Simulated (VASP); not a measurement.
Runs of VASP 6.6.1 on Se. The structure is that of space group P6/mmm (No. 191), or close to it. The cells are those of the table. The cell was generated, and may not be a known phase.

| task | cell | k mesh | cutoff (eV) | gap on the mesh (eV) | pressure (GPa) | relaxed volume (Å³/atom) |
| --- | --- | --- | --- | --- | --- | --- |
| single point | a = 4.458, b = 4.458, c = 4.275 Å, angles 90.0, 90.0, 120.0°, 2 atoms | 6 × 6 × 4 | 520 | none | -0.1 | - |
| single point | a = 4.097, b = 4.097, c = 4.262 Å, angles 90.0, 90.0, 120.0°, 2 atoms | 6 × 6 × 4 | 520 | none | 13.6 | - |
| relaxation of cell and atoms | relaxed from a = 4.458, b = 4.458, c = 4.275 Å, angles 90.0, 90.0, 120.0°, 2 atoms | 12 × 12 × 14 | 600 | none | 0.0 | (a) |
| relaxation of cell and atoms | relaxed from a = 4.097, b = 4.097, c = 4.262 Å, angles 90.0, 90.0, 120.0°, 2 atoms | 6 × 6 × 4 | 600 | none | -0.1 | 36.73 |
| single point | a = 4.479, b = 4.479, c = 4.274 Å, angles 90.0, 90.0, 120.0°, 2 atoms | 12 × 12 × 14 | 520 | none | 0.0 | - |

Alike in all rows: level PBE; potentials or basis VASP PAW PBE potentials, release 64 (Se); no spin polarisation; smearing gaussian 0.1 eV.

Q: Estimate the missing entries.

A: (a) 37.14.

Caveats: some runs use coarse meshes; this functional lacks dispersion, which binds layers or chains, so the pressure and a relaxed spacing across them are unreliable; the volume moved by over 15 % at a fixed basis, so the end points are rough (at least some runs).

A k mesh can miss the band edges, and the runs leave out spin-orbit coupling on Se.

A gap of «none» marks levels without a gap at the run's occupations.
